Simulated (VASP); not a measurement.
# MnO (Fm-3m) in VASP: notebook, part 2 of 2

VASP 6.6.1.

### Step 3. Single point, PBE

Input file INCAR:

```
ALGO     = Normal         # electronic algorithm
EDIFF    = 1E-6           # SCF threshold, eV
ENCUT    = 520            # plane-wave cutoff, eV
GGA      = PE             # functional
ISIF     = 2              # what is computed and relaxed
ISMEAR   = -1             # smearing method
LASPH    = True           # aspherical terms in the spheres
LCHARG   = False          # write CHGCAR
LREAL    = False          # projectors in reciprocal space
LWAVE    = False          # write WAVECAR
NBANDS   = 16             # bands
NELM     = 100            # most SCF steps
PREC     = Accurate       # precision mode
SIGMA    = 0.1            # smearing width, eV
```

Input file KPOINTS:

```
k-points
0
Gamma
  8 8 8
```

Input file POSCAR:

```
MnO
1.0
    0.0000000000      2.2040000000      2.2040000000
    2.2040000000      0.0000000000      2.2040000000
    2.2040000000      2.2040000000      0.0000000000
Mn O
1 1
Direct
    0.0000000000      0.0000000000      0.0000000000
    0.5000000000      0.5000000000      0.5000000000
```

Potentials or basis: VASP PAW PBE potentials, release 64 (Mn_pv, O).

Command:

```
$ cat potpaw_PBE.64/Mn_pv/POTCAR potpaw_PBE.64/O/POTCAR > POTCAR
$ mpirun -np 1 vasp_std > vasp.out
```

OUTCAR:

```text
EDIFF = 1E-6
   ENCUT = 520
   GGA = PE
   ISIF = 2
   ISMEAR = -1
   LASPH = True
   LREAL = False
   NELM = 100
   PREC = Accurate

 ion  position               nearest neighbor table
   1  0.000  0.000  0.000-   2 2.20   2 2.20   2 2.20   2 2.20   2 2.20   2 2.20
   2  0.500  0.500  0.500-   1 2.20   1 2.20   1 2.20   1 2.20   1 2.20   1 2.20

  LATTYP: Found a face centered cubic cell.
 ALAT       =     4.4080000000

  Lattice vectors:

 A1 = (   0.0000000000,   2.2040000000,   2.2040000000)
 A2 = (   2.2040000000,   0.0000000000,   2.2040000000)
 A3 = (   2.2040000000,   2.2040000000,   0.0000000000)

Analysis of symmetry for initial positions (statically):
=====================================================================
 Subroutine PRICEL returns:
 Original cell was already a primitive cell.

 Routine SETGRP: Setting up the symmetry group for a
 face centered cubic supercell.

 Subroutine GETGRP returns: Found 48 space group operations
 (whereof 48 operations were pure point group operations)
 out of a pool of 48 trial point group operations.

The static configuration has the point symmetry O_h .

[... 153 lines left out ...]
  ext. energy  EPLUGINS =         0.00000000
  ---------------------------------------------------
  free energy    TOTEN  =       -14.46860438 eV

  energy without entropy =      -14.24686902  energy(sigma->0) =      -14.35773670

 E-fermi :   7.3488     XC(G=0): -12.1541

 val. band max:        7.3423408438   @ k =   0.5000   0.2500   0.1250
 cond. band min:       7.3533128318   @ k =   0.5000   0.1250   0.0000
 fundamental gap:      0.0109719880
 Fermi energy:         7.3488041044

 k-point     1 :       0.0000    0.0000    0.0000
  band No.  band energies     occupation
      1     -40.7649      2.00000
      2     -40.7649      2.00000
      3     -40.7649      2.00000
      4     -13.0250      2.00000
      5       3.5053      2.00000
      6       3.5053      2.00000
[... 433 lines left out ...]
      3     -40.7811      2.00000
      4     -12.0419      2.00000
      5       0.0821      2.00000
      6       1.4591      2.00000
[... 8 lines left out ...]
     15      18.1079      0.00000
     16      20.9038      0.00000

 [... further k-points ...]
[... 5 lines left out ...]
  --------------------------------------------------------------------------------------
  -------------------------------------------------------------------------------------
  Total       -4.1081374     -4.1081374     -4.1081374     -0.0000000     -0.0000000      0.0000000
  in kB     -307.3907385   -307.3907385   -307.3907385     -0.0000000     -0.0000000      0.0000000
  external PRESSURE =    -307.3907385 kB  Pullay stress =       0.0000000 kB

 VOLUME and BASIS-vectors are now :
 -----------------------------------------------------------------------------
  energy-cutoff  :      520.00
  volume of cell :       21.41
      direct lattice vectors                 reciprocal lattice vectors
     0.000000000  2.204000000  2.204000000    -0.226860254  0.226860254  0.226860254
     2.204000000  0.000000000  2.204000000     0.226860254 -0.226860254  0.226860254
     2.204000000  2.204000000  0.000000000     0.226860254  0.226860254 -0.226860254

 POSITION                                       TOTAL-FORCE (eV/Angst)
 -----------------------------------------------------------------------------------
      0.00000      0.00000      0.00000         0.000000      0.000000     -0.000000
      2.20400      2.20400      2.20400        -0.000000      0.000000      0.000000
 -----------------------------------------------------------------------------------
    total drift:                                0.000000     -0.000000     -0.000000

  FREE ENERGIE OF THE ION-ELECTRON SYSTEM (eV)
  ---------------------------------------------------
  free  energy   TOTEN  =       -14.4686043762 eV

  energy  without entropy=      -14.2468690245  energy(sigma->0) =      -14.35773670
```

stdout:

```text
POSCAR found type information on POSCAR MnO
 POSCAR found :  2 types and       2 ions
 scaLAPACK will be used
 LDA part: xc-table for (Slater+PW92), standard interpolation
 POSCAR, INCAR and KPOINTS ok, starting setup
 FFT: planning ... GRIDC
 FFT: planning ... GRID_SOFT
 FFT: planning ... GRID
 WAVECAR not read
 entering main loop
```

Wall time 11 s (1 thread of AMD EPYC 7R13 (Zen 3), shared host); peak memory 0.11 GiB.

What came out:

| Item | Value |
| --- | --- |
| Free energy | -14.4686 eV |
| Pressure | -30.7 GPa |

Levels at points of the mesh, in eV from the Fermi level:
```
           k point  band 7  band 8  band 9  band 10  band 11  band 12  band 13  band 14
(0.00, 0.00, 0.00)   -3.84   -1.19   -1.19    -1.19    -0.62    -0.62     0.49    14.94
(0.50, 0.00, 0.00)   -5.60   -0.16   -0.16     0.01     1.79     1.79     4.43     8.74
(0.50, 0.50, 0.00)   -4.80   -2.42   -0.12     0.18     0.19     0.19     6.47     8.54
```

Caveat: an odd number of electrons without spin polarisation forces a metal; a magnetic or distorted state may lie lower; the run has no spin polarisation, though such a crystal can be magnetic; semilocal functionals often make such compounds metallic where correlation or magnetic order opens a gap, which also shifts bond lengths. With open d or f shells a metallic result of PBE can be an artefact of self-interaction; +U or a hybrid may open a gap.

### Step 4. Single point, PBE

Input file INCAR:

```
SYSTEM = MnO
  PREC = Accurate
  ENCUT = 520
  EDIFF = 1E-7
  ISMEAR = -1
  SIGMA = 0.1
  LREAL = .FALSE.
  LASPH = .TRUE.
  NELM = 60
  ALGO = Normal
  ISIF = 2
  LWAVE = .FALSE.
  LCHARG = .FALSE.
  GGA = PE
  NBANDS = 16
```

Input file KPOINTS:

```
regular mesh
0
G
  8 8 8
  0 0 0
```

POSCAR is that of step 3.

Potentials or basis: VASP PAW PBE potentials, release 64 (Mn_pv, O).

Command:

```
$ cat potpaw_PBE.64/Mn_pv/POTCAR potpaw_PBE.64/O/POTCAR > POTCAR
$ mpirun -np 1 vasp_std > vasp.out
```

OUTCAR:

```text
SYSTEM = MnO
   PREC = Accurate
   ENCUT = 520
   EDIFF = 1E-7
   ISMEAR = -1
   LREAL = .FALSE.
   LASPH = .TRUE.
   NELM = 60
   ISIF = 2
   GGA = PE

 ion  position               nearest neighbor table
   1  0.000  0.000  0.000-   2 2.20   2 2.20   2 2.20   2 2.20   2 2.20   2 2.20
   2  0.500  0.500  0.500-   1 2.20   1 2.20   1 2.20   1 2.20   1 2.20   1 2.20

  LATTYP: Found a face centered cubic cell.
 ALAT       =     4.4080000000

  Lattice vectors:

[... 191 lines left out ...]
      6       3.5057      2.00000
[... 433 lines left out ...]
      3     -40.7809      2.00000
      4     -12.0415      2.00000
      5       0.0823      2.00000
      6       1.4594      2.00000
[... 8 lines left out ...]
     15      18.1079      0.00000
     16      20.9038      0.00000

 [... further k-points ...]
[... 5 lines left out ...]
  --------------------------------------------------------------------------------------
  -------------------------------------------------------------------------------------
  Total       -4.1133698     -4.1133698     -4.1133698      0.0000000      0.0000000      0.0000000
  in kB     -307.7822525   -307.7822525   -307.7822525      0.0000000      0.0000000      0.0000000
  external PRESSURE =    -307.7822525 kB  Pullay stress =       0.0000000 kB

 VOLUME and BASIS-vectors are now :
 -----------------------------------------------------------------------------
  energy-cutoff  :      520.00
  volume of cell :       21.41
      direct lattice vectors                 reciprocal lattice vectors
     0.000000000  2.204000000  2.204000000    -0.226860254  0.226860254  0.226860254
     2.204000000  0.000000000  2.204000000     0.226860254 -0.226860254  0.226860254
     2.204000000  2.204000000  0.000000000     0.226860254  0.226860254 -0.226860254

 POSITION                                       TOTAL-FORCE (eV/Angst)
 -----------------------------------------------------------------------------------
      0.00000      0.00000      0.00000        -0.000000      0.000000      0.000000
      2.20400      2.20400      2.20400         0.000000      0.000000     -0.000000
 -----------------------------------------------------------------------------------
    total drift:                                0.000000     -0.000000     -0.000000

  FREE ENERGIE OF THE ION-ELECTRON SYSTEM (eV)
  ---------------------------------------------------
  free  energy   TOTEN  =       -14.4686044437 eV

  energy  without entropy=      -14.2468725159  energy(sigma->0) =      -14.35773848
```

stdout:

```text
POSCAR found type information on POSCAR MnO
 POSCAR found :  2 types and       2 ions
 scaLAPACK will be used
 LDA part: xc-table for (Slater+PW92), standard interpolation
 POSCAR, INCAR and KPOINTS ok, starting setup
 FFT: planning ... GRIDC
 FFT: planning ... GRID_SOFT
 FFT: planning ... GRID
 WAVECAR not read
 entering main loop
```

Wall time 12 s (1 thread of AMD EPYC 7R13 (Zen 3), shared host); peak memory 0.11 GiB.

What came out:

```yaml
Free_energy: -14.4686 eV
Pressure: -30.8 GPa
```

Caveat: an odd number of electrons without spin polarisation forces a metal; a magnetic or distorted state may lie lower; the run has no spin polarisation, though such a crystal can be magnetic; semilocal functionals often make such compounds metallic where correlation or magnetic order opens a gap, which also shifts bond lengths.
